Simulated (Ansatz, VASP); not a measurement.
KTaO3 in VASP and in Ansatz

Contents of INCAR:

```
  ALGO = Normal
  EDIFF = 1E-6
  ENCUT = 520
  GGA = PS
  ISIF = 2
  ISMEAR = 0
  LASPH = T
  LCHARG = F
  LREAL = F
  LWAVE = F
  NBANDS = 27
  NELM = 60
  PREC = Accurate
  SIGMA = 0.05
```

File KPOINTS:

```
k-points
0
Gamma
  8 8 8
```

File POSCAR:

```
KTaO3
1.0
    3.6864562343      0.0000000000      0.0000000000
    0.0000000000      3.9853580911      0.0000000000
    0.0000000000      0.0000000000      3.5469687011
K Ta O
1 1 3
Direct
    0.5000000000      0.5000000000      0.5000000000
    0.0000000000      0.0000000000      0.0000000000
    0.5000000000      0.0000000000      0.0000000000
    0.0000000000      0.5000000000      0.0000000000
    0.0000000000      0.0000000000      0.5000000000
```

Input for Ansatz:

```yaml
crystal:
  lattice:
    - [3.6864562343, 0.0, 0.0]
    - [0.0, 3.9853580911, 0.0]
    - [0.0, 0.0, 3.5469687011]
  atoms:
    - { symbol: K, position: [0.5, 0.5, 0.5] }
    - { symbol: Ta, position: [0.0, 0.0, 0.0] }
    - { symbol: O, position: [0.5, 0.0, 0.0] }
    - { symbol: O, position: [0.0, 0.5, 0.0] }
    - { symbol: O, position: [0.0, 0.0, 0.5] }
basis:
  ecutwfc: 520.0
kpoints:
  mp_grid: { grid: [8, 8, 8] }
hamiltonian:
  xc: pbesol
  pseudopotentials: { kind: paw }
scf:
  occupations: { method: gaussian, width: 0.05 }
output:
  forces: true
  stress: true
  eigenvalues: true
```

Change from the starting cell: normal strain along x -0.0750, normal strain along z -0.1100.

Alike in both runs: task single point; functional PBEsol; k mesh 8 × 8 × 8; occupations gaussian, width 0.05 eV; no spin polarisation.

```csv
,VASP,Ansatz
version,VASP 6.6.1,Ansatz 0.2.0
potentials or method,"VASP PAW PBE potentials, release 64 (K_sv, Ta_pv, O), cutoff 520 eV","scalar-relativistic, plane waves, PAW"
valence electrons in the cell,38,40
```

VASP gave:

- gap on the k mesh at the Fermi level (eV): 2.24
- least direct gap on the mesh (eV): 2.35
- pressure (GPa): 69.3
- traceless stress, the component that is largest in VASP (GPa): -48.02

Question: Estimate Ansatz's values.

Answer: gap on the k mesh at the Fermi level (eV): 2.29; least direct gap on the mesh (eV): 2.40; pressure (GPa): 67.1; traceless stress, the component that is largest in VASP (GPa): -47.09.

VASP's potentials were made for PBE, not for PBEsol. Both programs put the cell under a high pressure, so it lies far from rest at this level. VASP's potentials hold 38 valence electrons a cell and Ansatz's 40, so a difference there can come from the potentials and not from the codes.

Neither program's run includes spin-orbit coupling. Noted on VASP's run: the cell as given lies far from equilibrium.
